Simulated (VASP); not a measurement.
# Al in VASP: further runs, part 2 of 2

VASP 6.6.1. The steps go on from the part before.

### Step 6. Single point, PBEsol

INCAR

```
SYSTEM = Al
ALGO = Normal
DIPOL = 0.5 0.5 0.500
EDIFF = 1E-6
EFIELD = -0.1
ENCUT = 520
GGA = PS
IDIPOL = 3
ISIF = 2
ISMEAR = -1
LASPH = .TRUE.
LCHARG = .FALSE.
LDIPOL = .TRUE.
LREAL = .FALSE.
LWAVE = .FALSE.
NBANDS = 16
NELM = 60
PREC = Accurate
SIGMA = 0.05
```

KPOINTS

```
k-points
0
G
  14 10 1
  0 0 0
```

POSCAR

```
Al
1.0
    2.8394161666      0.0000000000      0.0000000000
    0.0000000000      4.0155408520      0.0000000000
    0.0000000000      0.0000000000     21.6788000000
Al
5
Direct
    0.0000000000      0.0000000000      0.3726219598
    0.5000000000      0.5000000000      0.4346497442
    0.0000000000      0.0000000000      0.4999999991
    0.5000000000      0.5000000000      0.5653502572
    0.0000000000      0.0000000000      0.6273780397
```

Potentials or basis: VASP PAW PBE potentials, release 64 (Al).

Launch:

```bash
$ cat potpaw_PBE.64/Al/POTCAR > POTCAR
$ mpirun -np 1 vasp_std > vasp.out
```

It took 2.5 min on 1 thread of AMD EPYC 9R45 (Zen 5), shared host; peak memory 0.36 GiB.

Results (log left out):

```
Free energy            : -18.8738 eV
Largest force          : 0.015 eV/Å
Band gap on the k mesh : zero (an odd number of electrons rules out a gap without spin polarisation)
```

Forces on the atoms (eV/Å):
```
Al   0.000  0.000 -0.013
Al   0.000  0.000 -0.009
Al   0.000  0.000 -0.002
Al   0.000  0.000  0.009
Al   0.000  0.000  0.015
```

Levels at points of the mesh, in eV from the Fermi level:
```csv
k point,band 4,band 5,band 6,band 7,band 8,band 9,band 10,band 11
"(0.00, 0.00, 0.00)",-3.45,-2.57,-1.11,-0.94,-0.74,0.67,1.75,2.13
"(0.50, 0.00, 0.00)",-4.36,-2.28,-1.50,0.62,1.41,1.56,1.69,3.04
"(0.00, 0.50, 0.00)",-6.45,-4.58,-3.59,-2.06,-0.03,0.87,2.97,3.84
"(0.50, 0.50, 0.00)",-3.76,-2.79,-2.75,-2.59,-1.38,-0.75,0.49,0.66
```

Caveat: the PAW data sets were made with another functional, which shifts forces and pressure a little.

### Step 7. Relaxation of the atoms, PBEsol

INCAR

```
  PREC = Accurate
  ENCUT = 520
  EDIFF = 1E-7
  ISMEAR = -1
  SIGMA = 0.05
  LREAL = F
  LASPH = T
  NELM = 80
  ALGO = Normal
  ISIF = 2
  LWAVE = F
  LCHARG = F
  LDIPOL = T
  IDIPOL = 3
  DIPOL = 0.5 0.5 0.500
  GGA = PS
  IBRION = 2
  NSW = 60
  EDIFFG = -0.01
  KPAR = 4
```

KPOINTS

```
Automatic mesh
0
Gamma
  14 10 1
```

POSCAR

```
Al
1.0
    2.8394161666      0.0000000000      0.0000000000
    0.0000000000      4.0155408520      0.0000000000
    0.0000000000      0.0000000000     21.6788000000
Al
5
Direct
    0.0000000000      0.0000000000      0.3690233701
    0.5000000000      0.5000000000      0.4345116849
    0.0000000000      0.0000000000      0.5000000000
    0.5000000000      0.5000000000      0.5654883151
    0.0000000000      0.0000000000      0.6309766299
```

Potentials or basis: VASP PAW PBE potentials, release 64 (Al).

Launch:

```bash
$ cat potpaw_PBE.64/Al/POTCAR > POTCAR
$ mpirun -np 4 vasp_std > vasp.out
```

OUTCAR:

```text
PREC = Accurate
   ENCUT = 520
   EDIFF = 1E-7
   ISMEAR = -1
   LREAL = F
   LASPH = T
   NELM = 80
   ISIF = 2
   GGA = PS
   IBRION = 2
   NSW = 60
   EDIFFG = -0.01

 ion  position               nearest neighbor table
   1  0.000  0.000  0.369-   3 2.84   2 2.84   2 2.84   2 2.84   2 2.84
   2  0.500  0.500  0.435-   1 2.84   1 2.84   1 2.84   1 2.84   3 2.84   3 2.84   3 2.84   3 2.84
                             4 2.84
   3  0.000  0.000  0.500-   1 2.84   5 2.84   4 2.84   2 2.84   2 2.84   4 2.84   2 2.84   4 2.84
                             2 2.84   4 2.84
   4  0.500  0.500  0.565-   5 2.84   5 2.84   5 2.84   5 2.84   3 2.84   3 2.84   3 2.84   3 2.84
                             2 2.84
   5  0.000  0.000  0.631-   3 2.84   4 2.84   4 2.84   4 2.84   4 2.84

  LATTYP: Found a simple orthorhombic cell.
 ALAT       =     2.8394161666
 B/A-ratio  =     1.4142135624
 C/A-ratio  =     7.6349498376

  Lattice vectors:

 A1 = (   2.8394161666,   0.0000000000,   0.0000000000)
 A2 = (   0.0000000000,   4.0155408520,   0.0000000000)
 A3 = (   0.0000000000,   0.0000000000,  21.6788000000)

Analysis of symmetry for initial positions (statically):
=====================================================================
 Subroutine PRICEL returns:
 Original cell was already a primitive cell.

 Routine SETGRP: Setting up the symmetry group for a
 simple orthorhombic supercell.

 Subroutine GETGRP returns: Found  8 space group operations
 (whereof  8 operations were pure point group operations)
 out of a pool of  8 trial point group operations.

The static configuration has the point symmetry D_2h.

Analysis of symmetry for dynamics (positions and initial velocities):
=====================================================================
 Subroutine PRICEL returns:
 Original cell was already a primitive cell.

 Routine SETGRP: Setting up the symmetry group for a
 simple orthorhombic supercell.

 Subroutine GETGRP returns: Found  8 space group operations
 (whereof  8 operations were pure point group operations)
 out of a pool of  8 trial point group operations.

The dynamic configuration has the point symmetry D_2h.

 Subroutine INISYM returns: Found  8 space group operations
 (whereof  8 operations are pure point group operations),
 and found     1 'primitive' translations

----------------------------------------------------------------------------------------

                                     Primitive cell

  volume of cell :     247.1772

  direct lattice vectors                    reciprocal lattice vectors
     2.839416167  0.000000000  0.000000000     0.352185077  0.000000000  0.000000000
     0.000000000  4.015540852  0.000000000     0.000000000  0.249032456  0.000000000
     0.000000000  0.000000000 21.678800000     0.000000000  0.000000000  0.046128014

  length of vectors
     2.839416167  4.015540852 21.678800000     0.352185077  0.249032456  0.046128014

  position of ions in fractional coordinates (direct lattice)
     0.000000000  0.000000000  0.369023370
     0.500000000  0.500000000  0.434511685
     0.000000000  0.000000000  0.500000000
     0.500000000  0.500000000  0.565488315
     0.000000000  0.000000000  0.630976630

  ion indices of the primitive-cell ions
[... 97 lines left out ...]
     AMIX     =   0.40;   BMIX     =  1.00
     AMIX_MAG =   1.60;   BMIX_MAG =  1.00
  volume/ion in A,a.u.               =      49.44       333.61
  Fermi-wavevector in a.u.,A,eV,Ry     =   0.643333  1.215723  5.631143  0.413877
  Thomas-Fermi vector in A             =   1.710298
   LORBIT       =      0    0 simple, 1 ext, 2 COOP (PROOUT), +10 PAW based schemes
   GGA     = PS    functional components
   LHFCALC =     F    Hartree Fock is set to
   AEXX    =    0.0000 exact exchange contribution
   IVDW    =     0    specifies the selected vdW correction
   LEPSILON=     F    determine dielectric tensor
   LRPA    =     F    only Hartree local field effects (RPA)
 conjugate gradient relaxation of ions
 non-spin polarized calculation
  energy-cutoff  :      520.00
  volume of cell :      247.18
 maximum number of plane-waves:      6698
 NGX is ok and might be reduce to    24
   NGX = 11   NGY = 15   NGZ = 81

--------------------------------------- Ionic step        1  -------------------------------------------

 number of electron      15.0000000 magnetization

 Free energy of the ion-electron system (eV)
  ---------------------------------------------------
  ext. energy  EPLUGINS =         0.00000000
  ---------------------------------------------------
  free energy    TOTEN  =       -18.85323616 eV

  energy without entropy =      -18.84254373  energy(sigma->0) =      -18.84788995

------------------------ aborting loop because EDIFF is reached ----------------------------------------

  FORCE on cell =-STRESS in cart. coord.  units (eV):
  Direction    XX          YY          ZZ          XY          YZ          ZX
  --------------------------------------------------------------------------------------
  -------------------------------------------------------------------------------------
  Total       -1.9591431     -1.3443887     -1.1892705     -0.0000000      0.0000000      0.0000000
  in kB      -12.6989672     -8.7141917     -7.7087312     -0.0000000      0.0000000      0.0000000
  external PRESSURE =      -9.7072967 kB  Pullay stress =       0.0000000 kB
[... 182 lines left out ...]
--------------------------------------- Ionic step        6  -------------------------------------------

 number of electron      15.0000000 magnetization

 dipolmoment           0.000000      0.000000     -0.000000 electrons x Angstroem

------------------------ aborting loop because EDIFF is reached ----------------------------------------

  FORCE on cell =-STRESS in cart. coord.  units (eV):
  Direction    XX          YY          ZZ          XY          YZ          ZX
  --------------------------------------------------------------------------------------
  -------------------------------------------------------------------------------------
  Total       -1.5084215     -1.0344969     -0.2114973      0.0000000      0.0000000      0.0000000
  in kB       -9.7774357     -6.7055042     -1.3709041      0.0000000      0.0000000      0.0000000
  external PRESSURE =      -5.9512813 kB  Pullay stress =       0.0000000 kB
[... 26 lines left out ...]
--------------------------------------- Ionic step        7  -------------------------------------------

 number of electron      15.0000000 magnetization

 dipolmoment           0.000000      0.000000      0.000000 electrons x Angstroem

 Free energy of the ion-electron system (eV)
  ---------------------------------------------------
  ext. energy  EPLUGINS =         0.00000000
  ---------------------------------------------------
  free energy    TOTEN  =       -18.87114288 eV

  energy without entropy =      -18.85962975  energy(sigma->0) =      -18.86538631

 E-fermi :   0.0637     XC(G=0):  -4.2817

 val. band max:        0.0623833994   @ k =   0.2857   0.0000   0.0000
 cond. band min:       0.1081509630   @ k =   0.4286   0.4000   0.0000
 fundamental gap:      0.0457675636
 Fermi energy:         0.0637030706

 k-point     1 :       0.0000    0.0000    0.0000
  band No.  band energies     occupation
      1     -10.7383      2.00000
      2      -8.9814      2.00000
      3      -6.2739      2.00000
      4      -3.3937      2.00000
      5      -2.4963      2.00000
      6      -1.0383      2.00000
      7      -0.8707      2.00000
      8      -0.6845      2.00000
      9       0.7355      0.00000
     10       1.8085      0.00000
     11       2.1902      0.00000
[... 309 lines left out ...]
 k-point    24 :       0.5000    0.2000    0.0000
  band No.  band energies     occupation
      1      -5.9533      2.00000
      2      -5.8300      2.00000
      3      -4.4088      2.00000
      4      -3.9592      2.00000
      5      -1.9320      2.00000
      6      -1.1527      2.00000
      7      -0.6881      2.00000
      8      -0.5313      1.99999
      9       0.6454      0.00002
     10       1.0475      0.00000
     11       1.2775      0.00000

 [... further k-points ...]

------------------------ aborting loop because EDIFF is reached ----------------------------------------

 vacuum level on the upper side and lower side of the slab       (xc-potential included)        -0.007        -0.007

  FORCE on cell =-STRESS in cart. coord.  units (eV):
  Direction    XX          YY          ZZ          XY          YZ          ZX
  --------------------------------------------------------------------------------------
  -------------------------------------------------------------------------------------
  Total       -1.4938833     -1.0111798     -0.0191623      0.0000000      0.0000000      0.0000000
  in kB       -9.6832002     -6.5543653     -0.1242079      0.0000000      0.0000000      0.0000000
  external PRESSURE =      -5.4539245 kB  Pullay stress =       0.0000000 kB
[... 20 lines left out ...]
  FREE ENERGIE OF THE ION-ELECTRON SYSTEM (eV)
  ---------------------------------------------------
  free  energy   TOTEN  =       -18.8711428786 eV

  energy  without entropy=      -18.8596297488  energy(sigma->0) =      -18.86538631

 reached required accuracy - stopping structural energy minimisation

 vacuum level on the upper side and lower side of the slab         4.062         4.062
```

OSZICAR:

```text
N       E                     dE             d eps       ncg     rms          rms(c)
DAV:   1     0.512529908141E+02    0.51253E+02   -0.44319E+03  1056   0.911E+02
DAV:   2    -0.167303812080E+02   -0.67983E+02   -0.64053E+02  1657   0.140E+02
[... 87 lines left out ...]
DAV:   1    -0.188711279914E+02   -0.50463E-03   -0.29720E-02  1071   0.124E+00    0.547E-02
DAV:   2    -0.188711410589E+02   -0.13068E-04   -0.15421E-03  1334   0.304E-01    0.253E-02
DAV:   3    -0.188711435357E+02   -0.24767E-05   -0.85945E-05  1624   0.650E-02    0.200E-02
DAV:   4    -0.188711429980E+02    0.53772E-06   -0.75836E-06  1402   0.171E-02    0.789E-03
DAV:   5    -0.188711427807E+02    0.21723E-06   -0.40974E-06  1148   0.120E-02    0.150E-03
DAV:   6    -0.188711428786E+02   -0.97913E-07   -0.45961E-07  1307   0.513E-03
   7 F= -.18871143E+02 E0= -.18865386E+02  d E =-.150739E-02
```

CONTCAR:

```text
Al
   1.00000000000000
     2.8394161666000000    0.0000000000000000    0.0000000000000000
     0.0000000000000000    4.0155408520000000    0.0000000000000000
     0.0000000000000000    0.0000000000000000   21.6787999999999990
  Al
     5
Direct
     0.0000000000000000    0.0000000000000000    0.3723889526908203
     0.5000000000000000    0.5000000000000000    0.4345285230608870
     0.0000000000000000    0.0000000000000000    0.5000000000000000
     0.5000000000000000    0.5000000000000000    0.5654714769391129
     0.0000000000000000    0.0000000000000000    0.6276110473091797

  0.00000000E+00  0.00000000E+00  0.00000000E+00
  0.00000000E+00  0.00000000E+00  0.00000000E+00
  0.00000000E+00  0.00000000E+00  0.00000000E+00
  0.00000000E+00  0.00000000E+00  0.00000000E+00
  0.00000000E+00  0.00000000E+00  0.00000000E+00
```

Run time: 6.2 min. Hardware: 4 MPI ranks of Oxide Virtual Turin-like, shared host; peak memory 0.37 GiB.

What came out:

```
Free energy               : -18.8711 eV
Energy gained by relaxing : 3.6 meV/atom
Ionic steps               : 7
Band gap on the k mesh    : zero (an odd number of electrons rules out a gap without spin polarisation)
```

The path:
| step | energy change (eV) | largest force (eV/Å) | pressure (GPa) |
| --- | --- | --- | --- |
| 1 | 0.0000 | 0.2374 | -0.97 |
| 2 | -0.0053 | 0.2008 | -0.91 |
| 3 | -0.0150 | 0.0843 | -0.73 |
| 4 | -0.0055 | 0.1836 | -0.31 |
| 5 | -0.0164 | 0.0785 | -0.63 |
| 6 | -0.0174 | 0.0465 | -0.60 |
| 7 | -0.0179 | 0.0017 | -0.55 |

Final structure:
```
Al
1.0
     2.83942    0.00000    0.00000
     0.00000    4.01554    0.00000
     0.00000    0.00000   21.67880
Al
5
Direct
  0.00000 0.00000 0.37239
  0.50000 0.50000 0.43453
  0.00000 0.00000 0.50000
  0.50000 0.50000 0.56547
  0.00000 0.00000 0.62761
```

Levels at points of the mesh, in eV from the Fermi level:
| k point | band 3 | band 4 | band 5 | band 6 | band 7 | band 8 | band 9 | band 10 | band 11 |
| --- | --- | --- | --- | --- | --- | --- | --- | --- | --- |
| (0.00, 0.00, 0.00) | -6.34 | -3.46 | -2.56 | -1.10 | -0.93 | -0.75 | 0.67 | 1.74 | 2.13 |
| (0.50, 0.00, 0.00) | -4.82 | -4.36 | -2.28 | -1.50 | 0.61 | 1.40 | 1.57 | 1.70 | 3.05 |
| (0.00, 0.50, 0.00) | -7.14 | -6.44 | -4.59 | -3.59 | -2.07 | -0.04 | 0.86 | 2.96 | 3.83 |
| (0.50, 0.50, 0.00) | -4.14 | -3.75 | -2.78 | -2.74 | -2.58 | -1.38 | -0.76 | 0.48 | 0.66 |

Caveat: the PAW data sets were made with another functional, which shifts forces and pressure a little.

### Step 8. Summary

```csv
task,cell,electric field (eV/Å),gap on the mesh (eV),largest force (eV/Å)
single point,"as given, atomic positions A",-,none,0.24
single point,"as given, atomic positions B",-,none,0.01
single point,"as given, atomic positions B",-0.1 eV/Å,none,0.01
relaxation of the atoms,"atoms relaxed, atomic positions A",-,none,-
```

Alike in all rows: level PBEsol; potentials or basis VASP PAW PBE potentials, release 64 (Al); no spin polarisation; k mesh 14 × 10 × 1; cutoff (eV) 520; smearing fermi-dirac 0.05 eV.

Caveats: the PAW data sets were made with another functional, which shifts forces and pressure a little.

Total energies depend on the potentials used, so only differences within one code and one set of settings carry meaning.

The gap in the log of VASP goes by the Fermi energy; the results here count the filled bands.